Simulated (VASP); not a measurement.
Ge, 2 atoms in the cell. The typed cell holds 2 atoms: a = 3.860 Å, b = 3.860 Å, c = 3.860 Å, α = 97.36°, β = 97.33°, γ = 138.09°. 

```yaml
Program: VASP 6.6.1
Task: single point
Functional: PBEsol
Dispersion: D4
Potentials_or_basis: VASP PAW PBE potentials, release 64 (Ge_d)
Cutoff: 500 eV
k_mesh: 11 × 11 × 11
Occupations: fermi-dirac, width 0.05 eV
Spin: no spin polarisation
Dipole_correction: no
Further_INCAR_settings: ALGO = Normal; EDIFF = 1e-06; NBANDS = 21
```

Potentials or basis: VASP PAW PBE potentials, release 64 (Ge_d).

The run is started by

```sh
$ cat potpaw_PBE.64/Ge_d/POTCAR > POTCAR
$ mpirun -np 1 vasp_std > vasp.out
```

Hardware: 1 thread of Intel Xeon 8259CL, on a shared host.

Task: Estimate the wall time of this run.

Result: Wall time 100 s on 1 thread of Intel Xeon 8259CL, on a shared host, peak memory 0.25 GiB. Counts: scf iterations 10, k points 216.
